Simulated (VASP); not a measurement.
A run of VASP 6.6.1 is set up as follows.

INCAR

```
SYSTEM = Al2C
PREC     = Accurate       ! precision mode
ENCUT    = 600            ! plane-wave cutoff, eV
EDIFF    = 1E-6           ! SCF threshold, eV
ISMEAR   = 0              ! smearing method
SIGMA    = 0.1            ! smearing width, eV
LREAL    = .False.        ! projectors in reciprocal space
LASPH    = .True.         ! aspherical terms in the spheres
NELM     = 100            ! most SCF steps
ALGO     = Normal         ! electronic algorithm
ISIF     = 3              ! what is computed and relaxed
LWAVE    = .False.        ! write WAVECAR
LCHARG   = .False.        ! write CHGCAR
GGA      = PE             ! functional
IBRION   = 2              ! ionic algorithm
NSW      = 90             ! ionic steps
EDIFFG   = -0.04          ! ionic threshold
```

Contents of KPOINTS:

```
Automatic mesh
0
Gamma
  8 8 8
  0 0 0
```

The input POSCAR:

```
Al2C
1.0
   -1.5466450330      1.5466450330      3.7941135966
    1.5466450330     -1.5466450330      3.7941135966
    1.5466450330      1.5466450330     -3.7941135966
Al C
2 1
Direct
    0.6650000000      0.6650000000      0.0000000000
    0.3350000000      0.3350000000      0.0000000000
    0.0000000000      0.0000000000      0.0000000000
```

Potentials or basis: VASP PAW PBE potentials, release 64 (Al, C).

Launch:

```console
$ cat potpaw_PBE.64/Al/POTCAR potpaw_PBE.64/C/POTCAR > POTCAR
$ mpirun -np 1 vasp_std > vasp.out
```

Task: Predict the relaxed cell.

Result: a = 5.179 Å, b = 5.179 Å, c = 5.179 Å, α = 149.72°, β = 149.72°, γ = 43.35°.

Task: What does it give for the relaxed volume?

Result: 11.74 Å³/atom.

Task: Predict the band gap on the k mesh.

Result: Zero (band 5 reaches 10.03 eV, above the bottom of band 6 at 7.80 eV).

Forces in eV/Å, atoms in the order of the input:
```
Al   0.000  0.000  0.010
Al   0.000  0.000 -0.010
C    0.000  0.000  0.000
```
